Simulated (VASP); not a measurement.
# BaZrO3 (kl) (Pm-3m) in VASP: notebook

BaZrO3 (kl) is run at these levels: LDA; tasks: single point.

All numbers are computed with VASP 6.6.1; they aren't measurements. Logs are shortened: lines on timing, memory, paths and dates and some standing lists are left out, and cuts for length are marked.

## Step 1: The cell of the first run

It takes space group Pm-3m (No. 221, cubic). Conventional cell: a = 4.148 Å, b = 4.148 Å, c = 4.148 Å, α = 90.00°, β = 90.00°, γ = 90.00°. Within 3.9 Å of Ba (site symmetry m-3m) lie 12 O at 2.93 Å and 8 Zr at 3.59 Å. Within 2.7 Å of Zr (site symmetry m-3m) lie 6 O at 2.07 Å. Within 2.7 Å of O (site symmetry 4/mmm) lie 2 Zr at 2.07 Å.

## Step 2: Single point, LDA

INCAR reads:

```
ALGO = Normal
EDIFF = 1E-6
ENCUT = 600
GGA_COMPAT = False
ISIF = 2
ISMEAR = 0
LASPH = True
LCHARG = False
LREAL = False
LWAVE = False
NBANDS = 28
NELM = 120
PREC = Accurate
SIGMA = 0.02
```

KPOINTS reads:

```
k-points
0
Gamma
  6 6 6
```

POSCAR reads:

```
BaZrO3
1.0
    4.1475220532      0.0000000000      0.0000000000
    0.0000000000      4.1475220532      0.0000000000
    0.0000000000      0.0000000000      4.1475220532
Ba Zr O
1 1 3
Direct
    0.0000000000      0.0000000000      0.0000000000
    0.5000000000      0.5000000000      0.5000000000
    0.5000000000      0.0000000000      0.5000000000
    0.5000000000      0.5000000000      0.0000000000
    0.0000000000      0.5000000000      0.5000000000
```

Potentials or basis: VASP PAW LDA potentials, release 64 (Ba_sv, Zr_sv, O).

The run is started by

```bash
$ cat potpaw_LDA.64/Ba_sv/POTCAR potpaw_LDA.64/Zr_sv/POTCAR potpaw_LDA.64/O/POTCAR > POTCAR
$ mpirun -np 1 vasp_std > vasp.out
```

OUTCAR:

```text
EDIFF = 1E-6
   ENCUT = 600
   ISIF = 2
   ISMEAR = 0
   LASPH = True
   LREAL = False
   NELM = 120
   PREC = Accurate

 ion  position               nearest neighbor table
   1  0.000  0.000  0.000-   3 2.93   4 2.93   5 2.93   3 2.93   5 2.93   4 2.93   5 2.93   5 2.93
                             3 2.93   4 2.93   3 2.93   4 2.93   2 3.59   2 3.59   2 3.59   2 3.59
   2  0.500  0.500  0.500-   3 2.07   4 2.07   5 2.07   4 2.07   3 2.07   5 2.07   1 3.59   1 3.59
                             1 3.59   1 3.59   1 3.59   1 3.59   1 3.59   1 3.59
   3  0.500  0.000  0.500-   2 2.07   2 2.07   1 2.93   1 2.93   1 2.93   1 2.93
   4  0.500  0.500  0.000-   2 2.07   2 2.07   1 2.93   1 2.93   1 2.93   1 2.93
   5  0.000  0.500  0.500-   2 2.07   2 2.07   1 2.93   1 2.93   1 2.93   1 2.93

  LATTYP: Found a simple cubic cell.
 ALAT       =     4.1475220532

  Lattice vectors:

 A1 = (   4.1475220532,   0.0000000000,   0.0000000000)
 A2 = (   0.0000000000,   4.1475220532,   0.0000000000)
 A3 = (   0.0000000000,   0.0000000000,   4.1475220532)

Analysis of symmetry for initial positions (statically):
=====================================================================
 Subroutine PRICEL returns:
 Original cell was already a primitive cell.

 Routine SETGRP: Setting up the symmetry group for a
 simple cubic supercell.

 Subroutine GETGRP returns: Found 48 space group operations
 (whereof 48 operations were pure point group operations)
 out of a pool of 48 trial point group operations.

The static configuration has the point symmetry O_h .

Analysis of symmetry for dynamics (positions and initial velocities):
=====================================================================
 Subroutine PRICEL returns:
 Original cell was already a primitive cell.

 Routine SETGRP: Setting up the symmetry group for a
 simple cubic supercell.

 Subroutine GETGRP returns: Found 48 space group operations
 (whereof 48 operations were pure point group operations)
 out of a pool of 48 trial point group operations.

The dynamic configuration has the point symmetry O_h .

 Subroutine INISYM returns: Found 48 space group operations
 (whereof 48 operations are pure point group operations),
 and found     1 'primitive' translations

----------------------------------------------------------------------------------------

                                     Primitive cell

  volume of cell :      71.3454

  direct lattice vectors                    reciprocal lattice vectors
     4.147522053  0.000000000  0.000000000     0.241107820  0.000000000  0.000000000
     0.000000000  4.147522053  0.000000000     0.000000000  0.241107820  0.000000000
     0.000000000  0.000000000  4.147522053     0.000000000  0.000000000  0.241107820

  length of vectors
     4.147522053  4.147522053  4.147522053     0.241107820  0.241107820  0.241107820

  position of ions in fractional coordinates (direct lattice)
     0.000000000  0.000000000  0.000000000
     0.500000000  0.500000000  0.500000000
     0.500000000  0.000000000  0.500000000
     0.500000000  0.500000000  0.000000000
     0.000000000  0.500000000  0.500000000

  ion indices of the primitive-cell ions
   primitive index   ion index
                 1           1
                 2           2
                 3           3
                 4           4
                 5           5

----------------------------------------------------------------------------------------

 KPOINTS: k-points

Automatic generation of k-mesh.
 Grid dimensions read from file:
 generate k-points for:    6    6    6

 Generating k-lattice:

  Cartesian coordinates                     Fractional coordinates (reciprocal lattice)
     0.040184637  0.000000000  0.000000000     0.166666667  0.000000000  0.000000000
     0.000000000  0.040184637  0.000000000     0.000000000  0.166666667  0.000000000
     0.000000000  0.000000000  0.040184637     0.000000000  0.000000000  0.166666667

  Length of vectors
     0.040184637  0.040184637  0.040184637

  Shift w.r.t. Gamma in fractional coordinates (k-lattice)
     0.000000000  0.000000000  0.000000000

 Subroutine IBZKPT returns following result:
 ===========================================

 Found     20 irreducible k-points:

 Following reciprocal coordinates:
            Coordinates               Weight
  0.000000  0.000000  0.000000      1.000000
  0.166667  0.000000  0.000000      6.000000
  0.333333  0.000000  0.000000      6.000000
  0.500000  0.000000  0.000000      3.000000
  0.166667  0.166667  0.000000     12.000000
  0.333333  0.166667  0.000000     24.000000
[... 12 lines left out ...]
  0.500000  0.500000  0.333333      6.000000
  0.500000  0.500000  0.500000      1.000000
   k-points           NKPTS =     20   k-points in BZ     NKDIM =     20   number of bands    NBANDS=     28
   number of dos      NEDOS =    301   number of ions     NIONS =      5
   total plane-waves  NPLWV =  46656
   dimension x,y,z NGX =    36 NGY =   36 NGZ =   36
   dimension x,y,z NGXF=    72 NGYF=   72 NGZF=   72
   ions per type =               1   1   3
   NGX,Y,Z   is equivalent  to a cutoff of  14.43, 14.43, 14.43 a.u.
   NGXF,Y,Z  is equivalent  to a cutoff of  28.86, 28.86, 28.86 a.u.
 SYSTEM =  unknown system
   PREC   = accura    normal or accurate (medium, high low for compatibility)
   ISTART =      0    job   : 0-new  1-cont  2-samecut
   ICHARG =      2    charge: 1-file 2-atom 10-const
   ISPIN  =      1    spin polarized calculation?
   LNONCOLLINEAR =      F non collinear calculations
   LSORBIT =      F    spin-orbit coupling
   LASPH  =      T    aspherical Exc in radial PAW
   ENCUT  =  600.0 eV  44.10 Ry    6.64 a.u.   8.28  8.28  8.28*2*pi/ulx,y,z
   NELM   =    120;   NELMIN=  2; NELMDL= -5     # of ELM steps
   EDIFF  = 0.1E-05   stopping-criterion for ELM
   LREAL  =      F    real-space projection
   EDIFFG = 0.1E-04   stopping-criterion for IOM
   NSW    =      0    number of steps for IOM
   IBRION =     -1    ionic relax: 0-MD 1-quasi-New 2-CG
   NFREE  =      0    steps in history (QN), initial steepest desc. (CG)
   ISIF   =      2    stress and relaxation
   ISYM   =      2    0-nonsym 1-usesym 2-fastsym
   POTIM  = 0.5000    time-step for ionic-motion
   TEBEG  =    0.0;   TEEND  =   0.0 temperature during run
   PSTRESS=    0.0 pullay stress
   NELECT =      40.0000    total number of electrons
   NUPDOWN=      -1.0000    fix difference up-down
   EMIN   =  10.00;   EMAX   =-10.00  energy-range for DOS
   EFERMI =   0.00;   METHOD = LEGACY
   ISMEAR =     0;   SIGMA  =   0.02  broadening in eV -4-tet -1-fermi 0-gaus
   EFERMI_NEDOS =   21; number of points for ismear=-14 and -15
   IALGO  =     38    algorithm
   IMIX   =      4    mixing-type and parameters
     AMIX     =   0.40;   BMIX     =  1.00
     AMIX_MAG =   1.60;   BMIX_MAG =  1.00
  volume/ion in A,a.u.               =      14.27        96.29
  Fermi-wavevector in a.u.,A,eV,Ry     =   1.349914  2.550968 24.793461  1.822268
  Thomas-Fermi vector in A             =   2.477462
   LORBIT       =      0    0 simple, 1 ext, 2 COOP (PROOUT), +10 PAW based schemes
   GGA     = CA    functional components
   LHFCALC =     F    Hartree Fock is set to
   AEXX    =    0.0000 exact exchange contribution
   IVDW    =     0    specifies the selected vdW correction
   LEPSILON=     F    determine dielectric tensor
   LRPA    =     F    only Hartree local field effects (RPA)
 non-spin polarized calculation
 Gauss-broadening in eV      SIGMA  =   0.02
  energy-cutoff  :      600.00
  volume of cell :       71.35
 maximum number of plane-waves:      2408
 NGX is ok and might be reduce to    36
   NGX = 17   NGY = 17   NGZ = 17

 number of electron      39.9999990 magnetization

 Free energy of the ion-electron system (eV)
  ---------------------------------------------------
  ext. energy  EPLUGINS =         0.00000000
  ---------------------------------------------------
  free energy    TOTEN  =       -45.74521539 eV

  energy without entropy =      -45.74521539  energy(sigma->0) =      -45.74521539

 E-fermi :   3.9597     XC(G=0): -11.3936

 val. band max:        3.7009476871   @ k =   0.5000   0.5000   0.5000
 cond. band min:       6.8341863880   @ k =   0.0000   0.0000   0.0000
 fundamental gap:      3.1332387009
 Fermi energy:         3.9596911983

 k-point     1 :       0.0000    0.0000    0.0000
  band No.  band energies     occupation
      1     -42.7663      2.00000
      2     -21.3418      2.00000
      3     -21.1511      2.00000
      4     -21.1511      2.00000
      5     -21.1511      2.00000
      6     -12.4086      2.00000
[... 20 lines left out ...]
     27      11.5368      0.00000
     28      11.5368      0.00000

 k-point     2 :       0.1667    0.0000    0.0000
  band No.  band energies     occupation
      1     -42.7653      2.00000
      2     -21.4222      2.00000
      3     -21.1489      2.00000
      4     -21.1489      2.00000
      5     -21.1258      2.00000
      6     -12.4299      2.00000
[... 20 lines left out ...]
     27      11.5392      0.00000
     28      12.0646      0.00000

 k-point     3 :       0.3333    0.0000    0.0000
  band No.  band energies     occupation
      1     -42.7632      2.00000
      2     -21.5657      2.00000
      3     -21.1445      2.00000
      4     -21.1445      2.00000
      5     -21.0855      2.00000
      6     -12.5686      2.00000
[... 20 lines left out ...]
     27      11.5386      0.00000
     28      11.7492      0.00000

 k-point     4 :       0.5000    0.0000    0.0000
  band No.  band energies     occupation
      1     -42.7622      2.00000
      2     -21.6327      2.00000
      3     -21.1423      2.00000
      4     -21.1423      2.00000
      5     -21.0670      2.00000
      6     -12.6434      2.00000
[... 454 lines left out ...]
     27      12.1112      0.00000
     28      12.8477      0.00000

 k-point    19 :       0.5000    0.5000    0.3333
  band No.  band energies     occupation
      1     -42.7551      2.00000
      2     -21.4230      2.00000
      3     -21.4230      2.00000
      4     -21.3518      2.00000
      5     -21.1946      2.00000
      6     -11.3773      2.00000
[... 20 lines left out ...]
     27      12.3912      0.00000
     28      13.2185      0.00000

 k-point    20 :       0.5000    0.5000    0.5000
  band No.  band energies     occupation
      1     -42.7540      2.00000
      2     -21.4198      2.00000
      3     -21.4198      2.00000
      4     -21.4198      2.00000
      5     -21.1836      2.00000
      6     -11.0490      2.00000
[... 20 lines left out ...]
     27      13.0854      0.00000
     28      13.0854      0.00000

------------------------ aborting loop because EDIFF is reached ----------------------------------------

  FORCE on cell =-STRESS in cart. coord.  units (eV):
  Direction    XX          YY          ZZ          XY          YZ          ZX
  --------------------------------------------------------------------------------------
  -------------------------------------------------------------------------------------
  Total        0.5908334      0.5908334      0.5908334      0.0000000     -0.0000000      0.0000000
  in kB       13.2681234     13.2681234     13.2681234      0.0000000     -0.0000000      0.0000000
  external PRESSURE =      13.2681234 kB  Pullay stress =       0.0000000 kB

 VOLUME and BASIS-vectors are now :
 -----------------------------------------------------------------------------
  energy-cutoff  :      600.00
  volume of cell :       71.35
      direct lattice vectors                 reciprocal lattice vectors
     4.147522053  0.000000000  0.000000000     0.241107820  0.000000000  0.000000000
     0.000000000  4.147522053  0.000000000     0.000000000  0.241107820  0.000000000
     0.000000000  0.000000000  4.147522053     0.000000000  0.000000000  0.241107820

 POSITION                                       TOTAL-FORCE (eV/Angst)
 -----------------------------------------------------------------------------------
      0.00000      0.00000      0.00000         0.000000      0.000000      0.000000
      2.07376      2.07376      2.07376         0.000000      0.000000      0.000000
      2.07376      0.00000      2.07376         0.000000      0.000000      0.000000
      2.07376      2.07376      0.00000         0.000000      0.000000      0.000000
      0.00000      2.07376      2.07376         0.000000      0.000000      0.000000
 -----------------------------------------------------------------------------------
    total drift:                                0.000000      0.000000      0.000000

  FREE ENERGIE OF THE ION-ELECTRON SYSTEM (eV)
  ---------------------------------------------------
  free  energy   TOTEN  =       -45.7452153855 eV

  energy  without entropy=      -45.7452153855  energy(sigma->0) =      -45.74521539
```

Wall time 48 s (1 thread of Intel Xeon 6975P-C, shared host); peak memory 0.21 GiB.

Results:

- Free energy: -45.7452 eV
- Pressure: 1.3 GPa
- Band gap on the k mesh: 3.13 eV, indirect (least direct gap 3.31 eV)

Caveat: spin-orbit coupling is left out, which moves the levels of the heavy elements. LDA gaps usually lie below the measured ones, often by a third to a half.

(Continued in part 2 of 2.)
